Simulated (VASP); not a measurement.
BeS:

```
Be S
1.0
     0.00000    2.43515    2.43515
     2.43515    0.00000    2.43515
     2.43515    2.43515    0.00000
Be S
1 1
Direct
  0.00000 0.00000 0.00000
  0.50000 0.50000 0.50000
```

```yaml
Program: VASP 6.6.1
Task: relaxation of cell and atoms
Functional: PBEsol
Potentials_or_basis: VASP PAW PBE potentials, release 64 (Be, S)
Cutoff: 600 eV
k_mesh: 8 × 8 × 8
Occupations: fermi-dirac, width 0.03 eV
Spin: no spin polarisation
```

At the start: pressure -14.3 GPa; volume 14.44 Å³/atom.

Problem. How do energy, volume and symmetry change on relaxing?

Solution. Over 3 steps the energy falls by 119.9 meV/atom and the volume is 12.10 Å³/atom (-16.2 %); space group Fm-3m (No. 225, to 0.05 Å).

The path:
```
step  energy change (eV)  largest force (eV/Å)  pressure (GPa)  volume (Å³)
   1              0.0000                0.0000          -14.29        28.88
   2             -0.2376                0.0000            1.91        23.82
   3             -0.2399                0.0000            0.05        24.20
```

Final structure:
```
Be S
1.0
     0.00000    2.29587    2.29587
     2.29587    0.00000    2.29587
     2.29587    2.29587    0.00000
Be S
1 1
Direct
  0.00000 0.00000 0.00000
  0.50000 0.50000 0.50000
```

Caveat: the volume moved by over 15 % at a fixed basis, so the end points are rough; the PAW data sets were made with another functional, which shifts forces and pressure a little.
